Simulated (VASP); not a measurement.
# P (P4/mmm) in VASP: notebook

Runs on P. Level: PBEsol. Tasks: single point.

Program: VASP 6.6.1. These are calculated values, not measurements. Logs are shortened: lines on timing, memory, paths and dates and some standing lists are left out, and cuts for length are marked.

**1. The cell of the first run**

Symmetry: P4/mmm, No. 123, tetragonal system. Conventional cell: a = 4.273 Å, b = 4.273 Å, c = 4.422 Å, α = 90.00°, β = 90.00°, γ = 90.00°. P (site symmetry 4/mmm) has 6 P at 4.27 to 4.42 Å within 5.6 Å.

**2. Single point, PBEsol (zz strain of +1 %)**

INCAR reads:

```
PREC = Accurate
ENCUT = 500
EDIFF = 1E-6
ISMEAR = -1
SIGMA = 0.08
LREAL = False
LASPH = True
NELM = 120
ALGO = Normal
ISIF = 2
LWAVE = False
LCHARG = True
GGA = PS
LELF = True
LVHAR = True
NBANDS = 8
GGA_COMPAT = False
```

KPOINTS reads:

```
regular mesh
0
Gamma
  10 10 9
```

POSCAR reads:

```
P
1.0
    4.2729048574      0.0000000000      0.0000000000
    0.0000000000      4.2729048574      0.0000000000
    0.0000000000      0.0000000000      4.4217800000
P
1
Direct
    0.0000000000      0.0000000000      0.0000000000
```

Potentials or basis: VASP PAW PBE potentials, release 64 (P).

The run is started by

```
$ cat potpaw_PBE.64/P/POTCAR > POTCAR
$ mpirun -np 1 vasp_std > vasp.out
```

OUTCAR:

```text
PREC = Accurate
   ENCUT = 500
   EDIFF = 1E-6
   ISMEAR = -1
   LREAL = False
   LASPH = True
   NELM = 120
   ISIF = 2
   GGA = PS

 ion  position               nearest neighbor table
   1  0.000  0.000  0.000-

  LATTYP: Found a simple tetragonal cell.
 ALAT       =     4.2729048574
 C/A-ratio  =     1.0348416704

  Lattice vectors:

 A1 = (   4.2729048574,   0.0000000000,   0.0000000000)
 A2 = (   0.0000000000,   4.2729048574,   0.0000000000)
 A3 = (   0.0000000000,   0.0000000000,   4.4217800000)

Analysis of symmetry for initial positions (statically):
=====================================================================
 Subroutine PRICEL returns:
 Original cell was already a primitive cell.

 Routine SETGRP: Setting up the symmetry group for a
 simple tetragonal supercell.

 Subroutine GETGRP returns: Found 16 space group operations
 (whereof 16 operations were pure point group operations)
 out of a pool of 16 trial point group operations.

The static configuration has the point symmetry D_4h.

Analysis of symmetry for dynamics (positions and initial velocities):
=====================================================================
 Subroutine PRICEL returns:
 Original cell was already a primitive cell.

 Routine SETGRP: Setting up the symmetry group for a
 simple tetragonal supercell.

 Subroutine GETGRP returns: Found 16 space group operations
 (whereof 16 operations were pure point group operations)
 out of a pool of 16 trial point group operations.

The dynamic configuration has the point symmetry D_4h.

 Subroutine INISYM returns: Found 16 space group operations
 (whereof 16 operations are pure point group operations),
 and found     1 'primitive' translations

----------------------------------------------------------------------------------------

                                     Primitive cell

  volume of cell :      80.7316

  direct lattice vectors                    reciprocal lattice vectors
     4.272904857  0.000000000  0.000000000     0.234032826  0.000000000  0.000000000
     0.000000000  4.272904857  0.000000000     0.000000000  0.234032826  0.000000000
     0.000000000  0.000000000  4.421780000     0.000000000  0.000000000  0.226153269

  length of vectors
     4.272904857  4.272904857  4.421780000     0.234032826  0.234032826  0.226153269

  position of ions in fractional coordinates (direct lattice)
     0.000000000  0.000000000  0.000000000

  ion indices of the primitive-cell ions
   primitive index   ion index
                 1           1

----------------------------------------------------------------------------------------

 KPOINTS: regular mesh

Automatic generation of k-mesh.
 Grid dimensions read from file:
 generate k-points for:   10   10    9

 Generating k-lattice:

  Cartesian coordinates                     Fractional coordinates (reciprocal lattice)
     0.023403283  0.000000000  0.000000000     0.100000000  0.000000000  0.000000000
     0.000000000  0.023403283  0.000000000     0.000000000  0.100000000  0.000000000
     0.000000000  0.000000000  0.025128141     0.000000000  0.000000000  0.111111111

  Length of vectors
     0.023403283  0.023403283  0.025128141

  Shift w.r.t. Gamma in fractional coordinates (k-lattice)
     0.000000000  0.000000000  0.000000000

 Subroutine IBZKPT returns following result:
 ===========================================

 Found    105 irreducible k-points:

 Following reciprocal coordinates:
            Coordinates               Weight
  0.000000  0.000000  0.000000      1.000000
  0.100000  0.000000  0.000000      4.000000
  0.200000  0.000000  0.000000      4.000000
  0.300000  0.000000  0.000000      4.000000
  0.400000  0.000000  0.000000      4.000000
  0.500000  0.000000  0.000000      2.000000
[... 16 lines left out ...]
  0.100000  0.000000  0.111111      8.000000
  0.200000  0.000000  0.111111      8.000000
 [... further k-points ...]
   k-points           NKPTS =    105   k-points in BZ     NKDIM =    105   number of bands    NBANDS=      8
   number of dos      NEDOS =    301   number of ions     NIONS =      1
   total plane-waves  NPLWV =  32768
   dimension x,y,z NGX =    32 NGY =   32 NGZ =   32
   dimension x,y,z NGXF=    64 NGYF=   64 NGZF=   64
   ions per type =               1
   NGX,Y,Z   is equivalent  to a cutoff of  12.45, 12.45, 12.03 a.u.
   NGXF,Y,Z  is equivalent  to a cutoff of  24.90, 24.90, 24.06 a.u.
 SYSTEM =  unknown system
   PREC   = accura    normal or accurate (medium, high low for compatibility)
   ISTART =      0    job   : 0-new  1-cont  2-samecut
   ICHARG =      2    charge: 1-file 2-atom 10-const
   ISPIN  =      1    spin polarized calculation?
   LNONCOLLINEAR =      F non collinear calculations
   LSORBIT =      F    spin-orbit coupling
   LASPH  =      T    aspherical Exc in radial PAW
   ENCUT  =  500.0 eV  36.75 Ry    6.06 a.u.   7.79  7.79  8.06*2*pi/ulx,y,z
   NELM   =    120;   NELMIN=  2; NELMDL= -5     # of ELM steps
   EDIFF  = 0.1E-05   stopping-criterion for ELM
   LREAL  =      F    real-space projection
[... 7 lines left out ...]
   TEBEG  =    0.0;   TEEND  =   0.0 temperature during run
   PSTRESS=    0.0 pullay stress
   NELECT =       5.0000    total number of electrons
   NUPDOWN=      -1.0000    fix difference up-down
   EMIN   =  10.00;   EMAX   =-10.00  energy-range for DOS
   EFERMI =   0.00;   METHOD = LEGACY
   ISMEAR =    -1;   SIGMA  =   0.08  broadening in eV -4-tet -1-fermi 0-gaus
   EFERMI_NEDOS =   21; number of points for ismear=-14 and -15
   IALGO  =     38    algorithm
   IMIX   =      4    mixing-type and parameters
     AMIX     =   0.40;   BMIX     =  1.00
     AMIX_MAG =   1.60;   BMIX_MAG =  1.00
  volume/ion in A,a.u.               =      80.73       544.80
  Fermi-wavevector in a.u.,A,eV,Ry     =   0.647715  1.224003  5.708108  0.419534
  Thomas-Fermi vector in A             =   1.716112
   LORBIT       =      0    0 simple, 1 ext, 2 COOP (PROOUT), +10 PAW based schemes
   GGA     = PS    functional components
   LHFCALC =     F    Hartree Fock is set to
   AEXX    =    0.0000 exact exchange contribution
   IVDW    =     0    specifies the selected vdW correction
   LEPSILON=     F    determine dielectric tensor
   LRPA    =     F    only Hartree local field effects (RPA)
 non-spin polarized calculation
  energy-cutoff  :      500.00
  volume of cell :       80.73
 maximum number of plane-waves:      2080
 NGX is ok and might be reduce to    32
   NGX = 15   NGY = 15   NGZ = 17

 number of electron       4.9999999 magnetization

 Free energy of the ion-electron system (eV)
  ---------------------------------------------------
  ext. energy  EPLUGINS =         0.00000000
  ---------------------------------------------------
  free energy    TOTEN  =        -1.18906005 eV

  energy without entropy =       -1.11463582  energy(sigma->0) =       -1.15184793

 E-fermi :  -3.0937     XC(G=0):  -5.0166

 val. band max:       -3.1039200326   @ k =   0.2000   0.0000   0.0000
 cond. band min:      -3.0882929645   @ k =   0.2000   0.0000   0.1111
 fundamental gap:      0.0156270681
 Fermi energy:        -3.0937063545

 k-point     1 :       0.0000    0.0000    0.0000
  band No.  band energies     occupation
      1     -11.8223      2.00000
      2      -2.6862      0.01220
      3      -2.5371      0.00190
      4      -2.5371      0.00190
      5       1.5212      0.00000
      6       4.3217      0.00000
      7       4.4337      0.00000
      8       8.8858      0.00000

 k-point     2 :       0.1000    0.0000    0.0000
  band No.  band energies     occupation
      1     -11.8067      2.00000
      2      -2.7092      0.01621
      3      -2.6720      0.01023
      4      -2.5238      0.00161
      5       1.6865      0.00000
      6       4.3935      0.00000
      7       4.5816      0.00000
      8       8.2439      0.00000

 k-point     3 :       0.2000    0.0000    0.0000
  band No.  band energies     occupation
      1     -11.7650      2.00000
      2      -3.1039      1.06375
      3      -2.6343      0.00639
      4      -2.4883      0.00103
      5       2.0826      0.00000
      6       4.5551      0.00000
      7       4.9394      0.00000
      8       7.4688      0.00000

 k-point     4 :       0.3000    0.0000    0.0000
  band No.  band energies     occupation
      1     -11.7119      2.00000
      2      -3.5187      1.99019
      3      -2.5863      0.00351
      4      -2.4432      0.00059
      5       2.5753      0.00000
      6       4.7761      0.00000
      7       5.0689      0.00000
      8       6.8496      0.00000

 k-point     5 :       0.4000    0.0000    0.0000
  band No.  band energies     occupation
      1     -11.6675      2.00000
      2      -3.8157      1.99976
      3      -2.5464      0.00214
      4      -2.4059      0.00037
      5       3.0894      0.00000
      6       4.7360      0.00000
      7       4.9909      0.00000
      8       6.4535      0.00000
[... 177 lines left out ...]
 k-point    22 :       0.0000    0.0000    0.1111
  band No.  band energies     occupation
      1     -11.8077      2.00000
      2      -2.8590      0.10102
      3      -2.5244      0.00162
      4      -2.5244      0.00162
      5       1.7176      0.00000
      6       4.4734      0.00000
      7       4.4900      0.00000
      8       8.3317      0.00000

 k-point    23 :       0.1000    0.0000    0.1111
  band No.  band energies     occupation
      1     -11.7922      2.00000
      2      -2.8465      0.08700
      3      -2.6891      0.01264
      4      -2.5111      0.00137
      5       1.8792      0.00000
      6       4.5284      0.00000
      7       4.6522      0.00000
      8       7.6856      0.00000

 k-point    24 :       0.2000    0.0000    0.1111
  band No.  band energies     occupation
      1     -11.7508      2.00000
      2      -3.0883      0.96618
      3      -2.7922      0.04512
      4      -2.4760      0.00089
      5       2.2644      0.00000
      6       4.6702      0.00000
      7       5.0148      0.00000
      8       6.9382      0.00000

 [... further k-points ...]
[... 5 lines left out ...]
  --------------------------------------------------------------------------------------
  -------------------------------------------------------------------------------------
  Total       -1.9726637     -1.9726637     -1.6511356      0.0000000      0.0000000      0.0000000
  in kB      -39.1489455    -39.1489455    -32.7679849      0.0000000      0.0000000      0.0000000
  external PRESSURE =     -37.0219586 kB  Pullay stress =       0.0000000 kB

 VOLUME and BASIS-vectors are now :
 -----------------------------------------------------------------------------
  energy-cutoff  :      500.00
  volume of cell :       80.73
      direct lattice vectors                 reciprocal lattice vectors
     4.272904857  0.000000000  0.000000000     0.234032826  0.000000000  0.000000000
     0.000000000  4.272904857  0.000000000     0.000000000  0.234032826  0.000000000
     0.000000000  0.000000000  4.421780000     0.000000000  0.000000000  0.226153269

 POSITION                                       TOTAL-FORCE (eV/Angst)
 -----------------------------------------------------------------------------------
      0.00000      0.00000      0.00000         0.000000      0.000000      0.000000
 -----------------------------------------------------------------------------------
    total drift:                                0.000000      0.000000      0.000000

  FREE ENERGIE OF THE ION-ELECTRON SYSTEM (eV)
  ---------------------------------------------------
  free  energy   TOTEN  =        -1.1890600530 eV

  energy  without entropy=       -1.1146358160  energy(sigma->0) =       -1.15184793
```

Wall time 12 s (1 thread of Intel Xeon 6975P-C (Granite Rapids), shared host); peak memory 0.19 GiB.

Results:

```
Free energy            : -1.1891 eV
Pressure               : -3.7 GPa
Band gap on the k mesh : zero (an odd number of electrons rules out a gap without spin polarisation)
```

Stress tensor (GPa, compression positive):
```
-3.91  0.00  0.00
 0.00 -3.91  0.00
 0.00  0.00 -3.28
```

Caveat: the cell differs from its parent crystal (zz strain of +1 %); the cell stands under tension; the PAW data sets were made with another functional, which shifts forces and pressure a little.

**3. Single point, PBEsol (84.73 Å³/atom)**

This run uses another cell than the first one, of 84.73 Å³/atom.

INCAR reads:

```
ALGO = Normal
EDIFF = 1E-6
ENCUT = 500
GGA = PS
GGA_COMPAT = F
ISIF = 2
ISMEAR = -1
LASPH = T
LCHARG = T
LELF = T
LREAL = F
LVHAR = T
LWAVE = F
NBANDS = 8
NELM = 120
PREC = Accurate
SIGMA = 0.08
```

KPOINTS reads:

```
k-points
0
Gamma
  10 10 9
```

POSCAR reads:

```
P
1.0
    4.3567085816      0.0000000000      0.0000000000
    0.0000000000      4.3567085816      0.0000000000
    0.0000000000      0.0000000000      4.4638649366
P
1
Direct
    0.0000000000      0.0000000000      0.0000000000
```

Potentials or basis: VASP PAW PBE potentials, release 64 (P).

The run is started by

```
$ cat potpaw_PBE.64/P/POTCAR > POTCAR
$ mpirun -np 1 vasp_std > vasp.out
```

OUTCAR:

```text
EDIFF = 1E-6
   ENCUT = 500
   GGA = PS
   ISIF = 2
   ISMEAR = -1
   LASPH = T
   LREAL = F
   NELM = 120
   PREC = Accurate

 ion  position               nearest neighbor table
   1  0.000  0.000  0.000-

  LATTYP: Found a simple tetragonal cell.
 ALAT       =     4.3567085816
 C/A-ratio  =     1.0245957133

  Lattice vectors:

 A1 = (   4.3567085816,   0.0000000000,   0.0000000000)
 A2 = (   0.0000000000,   4.3567085816,   0.0000000000)
 A3 = (   0.0000000000,   0.0000000000,   4.4638649366)
[... 434 lines left out ...]
  band No.  band energies     occupation
      1     -11.8452      2.00000
      2      -3.2061      0.97549
      3      -2.9166      0.04976
      4      -2.6595      0.00205
      5       2.0725      0.00000
      6       4.5226      0.00000
      7       4.8007      0.00000
      8       6.7291      0.00000

 [... further k-points ...]
[... 5 lines left out ...]
  --------------------------------------------------------------------------------------
  -------------------------------------------------------------------------------------
  Total       -1.8190699     -1.8190699     -1.5925999      0.0000000      0.0000000      0.0000000
  in kB      -34.3978972    -34.3978972    -30.1154390      0.0000000      0.0000000      0.0000000
  external PRESSURE =     -32.9704111 kB  Pullay stress =       0.0000000 kB

 VOLUME and BASIS-vectors are now :
 -----------------------------------------------------------------------------
  energy-cutoff  :      500.00
  volume of cell :       84.73
      direct lattice vectors                 reciprocal lattice vectors
     4.356708582  0.000000000  0.000000000     0.229531074  0.000000000  0.000000000
     0.000000000  4.356708582  0.000000000     0.000000000  0.229531074  0.000000000
     0.000000000  0.000000000  4.463864937     0.000000000  0.000000000  0.224021115

 POSITION                                       TOTAL-FORCE (eV/Angst)
 -----------------------------------------------------------------------------------
      0.00000      0.00000      0.00000         0.000000      0.000000      0.000000
 -----------------------------------------------------------------------------------
    total drift:                                0.000000     -0.000000      0.000000

  FREE ENERGIE OF THE ION-ELECTRON SYSTEM (eV)
  ---------------------------------------------------
  free  energy   TOTEN  =        -1.1001987037 eV

  energy  without entropy=       -1.0182511285  energy(sigma->0) =       -1.05922492
```

stdout:

```text
POSCAR found type information on POSCAR P
 POSCAR found :  1 types and       1 ions
 scaLAPACK will be used
 -----------------------------------------------------------------------------
|                                                                             |
|                                                                             |
|     You enforced a specific xc type in the INCAR file but a different       |
|     I HOPE YOU KNOW WHAT YOU ARE DOING!                                     |
|                                                                             |
 -----------------------------------------------------------------------------

 LDA part: xc-table for (Slater+PW92), standard interpolation
 POSCAR, INCAR and KPOINTS ok, starting setup
 FFT: planning ... GRIDC
 FFT: planning ... GRID_SOFT
 FFT: planning ... GRID
 WAVECAR not read
 entering main loop
```

Wall time 65 s (1 thread of Intel Xeon 8259CL, shared host); peak memory 0.21 GiB.

Results:

```yaml
Free_energy: -1.1002 eV
Pressure: -3.3 GPa
Band_gap_on_the_k_mesh: zero (an odd number of electrons rules out a gap without spin polarisation)
```

Levels at points of the mesh, in eV from the Fermi level:
```csv
k point,band 1,band 2,band 3,band 4,band 5,band 6,band 7
"(0.00, 0.00, 0.00)",-8.70,0.40,0.50,0.50,4.57,7.41,7.49
"(0.50, 0.00, 0.00)",-8.55,-0.75,0.53,0.62,6.39,7.40,8.13
"(0.50, 0.50, 0.00)",-8.42,-0.49,-0.49,0.65,5.90,7.99,9.48
```

Caveat: the cell stands under tension; the PAW data sets were made with another functional, which shifts forces and pressure a little.
